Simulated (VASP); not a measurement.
# Be2C3 (P-3m1) in VASP: notebook, part 2 of 2

VASP 6.6.1. The steps go on from the part before.

## Step 5: Single point, r2SCAN

This run uses another cell than the first one, of 7.31 Å³/atom.

POSCAR

```
Be2C3
1.0
    2.6467957386      0.0000000000      0.0000000000
   -1.3233978693      2.2921923482      0.0000000000
    0.0000000000      0.0000000000      6.0241097170
Be C
2 3
Direct
    0.3333333333      0.6666666667      0.1207421898
    0.6666666667      0.3333333333      0.8792578102
    0.0000000000      0.0000000000      0.0000000000
    0.3333333333      0.6666666667      0.4923919836
    0.6666666667      0.3333333333      0.5076080164
```

INCAR.step1

```
SYSTEM = Be2C3
PREC = Accurate
ENCUT = 520
ISMEAR = 0
SIGMA = 0.1
LREAL = .FALSE.
LASPH = .TRUE.
NELM = 80
NBANDS = 16
GGA = PE
ALGO = Normal
EDIFF = 1E-4
LWAVE = .TRUE.
LCHARG = .FALSE.
```

INCAR.step2

```
SYSTEM = Be2C3
PREC = Accurate
ENCUT = 520
EDIFF = 1E-6
ISMEAR = 0
SIGMA = 0.1
LREAL = .FALSE.
LASPH = .TRUE.
NELM = 80
ALGO = Normal
ISIF = 2
LWAVE = .FALSE.
LCHARG = .FALSE.
METAGGA = R2SCAN
LMIXTAU = .TRUE.
NBANDS = 16
ISTART = 1
```

KPOINTS

```
Automatic mesh
0
G
  18 18 6
  0 0 0
```

Potentials or basis: VASP PAW PBE potentials, release 64 (Be, C).

Launch:

```console
> cat potpaw_PBE.64/Be/POTCAR potpaw_PBE.64/C/POTCAR > POTCAR
> cp INCAR.step1 INCAR
> mpirun -np 1 vasp_std > vasp.out
> cp INCAR.step2 INCAR
> mpirun -np 1 vasp_std > vasp.out
```

OUTCAR:

```text
SYSTEM = Be2C3
   PREC = Accurate
   ENCUT = 520
   EDIFF = 1E-6
   ISMEAR = 0
   LREAL = .FALSE.
   LASPH = .TRUE.
   NELM = 80
   ISIF = 2
   METAGGA = R2SCAN
   ISTART = 1

 ion  position               nearest neighbor table
   1  0.333  0.667  0.121-   3 1.69   3 1.69   3 1.69   2 2.11   2 2.11   2 2.11
   2  0.667  0.333  0.879-   3 1.69   3 1.69   3 1.69   1 2.11   1 2.11   1 2.11
   3  0.000  0.000  0.000-   1 1.69   2 1.69   1 1.69   2 1.69   2 1.69   1 1.69
   4  0.333  0.667  0.492-   5 1.53   5 1.53   5 1.53
[... 661 lines left out ...]
  --------------------------------------------------------------------------------------
  -------------------------------------------------------------------------------------
  Total        0.1868216      0.1868216      0.0535767      0.0000000      0.0000000      0.0000000
  in kB        8.1898004      8.1898004      2.3486699      0.0000000      0.0000000      0.0000000
  external PRESSURE =       6.2427569 kB  Pullay stress =       0.0000000 kB

 VOLUME and BASIS-vectors are now :
 -----------------------------------------------------------------------------
  energy-cutoff  :      520.00
  volume of cell :       36.55
      direct lattice vectors                 reciprocal lattice vectors
     2.646795739  0.000000000  0.000000000     0.377815328  0.218131781  0.000000000
    -1.323397869  2.292192348  0.000000000     0.000000000  0.436263563  0.000000000
     0.000000000  0.000000000  6.024109717     0.000000000  0.000000000  0.165999633

 POSITION                                       TOTAL-FORCE (eV/Angst)
 -----------------------------------------------------------------------------------
     -0.00000      1.52813      0.72736         0.000000      0.000000      0.025089
      1.32340      0.76406      5.29675         0.000000      0.000000     -0.025089
      0.00000      0.00000      0.00000        -0.000000      0.000000      0.000000
     -0.00000      1.52813      2.96622        -0.000000     -0.000000     -0.000107
      1.32340      0.76406      3.05789         0.000000      0.000000      0.000107
 -----------------------------------------------------------------------------------
    total drift:                               -0.000000      0.000000      0.000000

  FREE ENERGIE OF THE ION-ELECTRON SYSTEM (eV)
  ---------------------------------------------------
  free  energy   TOTEN  =       -36.5816048852 eV

  energy  without entropy=      -36.5762910189  energy(sigma->0) =      -36.57894795
```

OUTCAR.step1:

```text
SYSTEM = Be2C3
   PREC = Accurate
   ENCUT = 520
   ISMEAR = 0
   LREAL = .FALSE.
   LASPH = .TRUE.
[... 689 lines left out ...]
      0.00000      0.00000      0.00000        -0.000000      0.000000      0.000000
     -0.00000      1.52813      2.96622        -0.000000      0.000000      0.006172
      1.32340      0.76406      3.05789         0.000000     -0.000000     -0.006172
 -----------------------------------------------------------------------------------
    total drift:                               -0.000000      0.000000      0.000000

  FREE ENERGIE OF THE ION-ELECTRON SYSTEM (eV)
  ---------------------------------------------------
  free  energy   TOTEN  =       -33.1888199192 eV

  energy  without entropy=      -33.1831925217  energy(sigma->0) =      -33.18600622
```

OSZICAR.step1:

```text
N       E                     dE             d eps       ncg     rms          rms(c)
DAV:   1     0.235490990754E+02    0.23549E+02   -0.74437E+03  6464   0.924E+02
DAV:   2    -0.361590803956E+02   -0.59708E+02   -0.53286E+02  9320   0.179E+02
DAV:   3    -0.388608503145E+02   -0.27018E+01   -0.26834E+01  8904   0.346E+01
DAV:   4    -0.388911694477E+02   -0.30319E-01   -0.30306E-01  7816   0.445E+00
DAV:   5    -0.388916955922E+02   -0.52614E-03   -0.52611E-03  8688   0.523E-01    0.102E+01
DAV:   6    -0.333293129086E+02    0.55624E+01   -0.60639E+00  8328   0.225E+01    0.370E+00
DAV:   7    -0.332691357912E+02    0.60177E-01   -0.21831E+00  8352   0.812E+00    0.274E+00
DAV:   8    -0.332163807117E+02    0.52755E-01   -0.28546E-01  8248   0.349E+00    0.959E-01
DAV:   9    -0.332216853277E+02   -0.53046E-02   -0.95368E-02  8840   0.239E+00    0.921E-01
DAV:  10    -0.331882538479E+02    0.33431E-01   -0.23258E-02  8368   0.124E+00    0.198E-01
DAV:  11    -0.331891210055E+02   -0.86716E-03   -0.38358E-03  8304   0.428E-01    0.112E-01
DAV:  12    -0.331888499946E+02    0.27101E-03   -0.29369E-04  8112   0.113E-01    0.453E-02
DAV:  13    -0.331888199192E+02    0.30075E-04   -0.14868E-04  6672   0.662E-02
   1 F= -.33188820E+02 E0= -.33186006E+02  d E =-.562740E-02
```

It took 9.7 min on 1 thread of Intel Xeon 8259CL, shared host; peak memory 0.23 GiB.

What came out:

| Item | Value |
| --- | --- |
| Free energy | -36.5816 eV |
| Pressure | 0.6 GPa |
| Largest force | 0.025 eV/Å |
| Band gap on the k mesh | zero (bands 8 and 9 overlap by 4.07 eV) |

Forces in eV/Å, atoms in the order of the input:
```
Be   0.000  0.000  0.025
Be   0.000  0.000 -0.025
C    0.000  0.000  0.000
C    0.000  0.000  0.000
C    0.000  0.000  0.000
```

Stress tensor (GPa, compression positive):
```
0.82 0.00 0.00
0.00 0.82 0.00
0.00 0.00 0.23
```

Caveat: the PAW data sets were made with another functional, which shifts forces and pressure a little.

## Step 6: Summary

| task | cell | k mesh | cutoff (eV) | gap on the mesh (eV) | pressure (GPa) | largest force (eV/Å) |
| --- | --- | --- | --- | --- | --- | --- |
| single point | a = 2.648, b = 2.648, c = 5.965 Å, angles 90.0, 90.0, 120.0°, 5 atoms, atomic positions A | 6 × 6 × 4 | 520 | none | 0.6 | 0.01 |
| single point | a = 3.018, b = 3.018, c = 4.695 Å, angles 90.0, 90.0, 120.0°, 5 atoms, atomic positions B | 6 × 6 × 4 | 520 | none | -2.4 | 1.39 |
| relaxation of cell and atoms | relaxed from a = 3.018, b = 3.018, c = 4.695 Å, angles 90.0, 90.0, 120.0°, 5 atoms, atomic positions B | 6 × 6 × 4 | 600 | none | 0.0 | - |
| single point | a = 2.647, b = 2.647, c = 6.024 Å, angles 90.0, 90.0, 120.0°, 5 atoms, atomic positions C | 18 × 18 × 6 | 520 | none | 0.6 | 0.03 |

Alike in all rows: level r2SCAN; potentials or basis VASP PAW PBE potentials, release 64 (Be, C); no spin polarisation; smearing gaussian 0.1 eV.

Caveats: some runs use coarse meshes; the PAW data sets were made with another functional, which shifts forces and pressure a little; a cell axis changed by over 15 % at a fixed basis, so the end point is rough (at least some runs).

Total energies depend on the potentials used, so only differences within one code and one set of settings carry meaning.
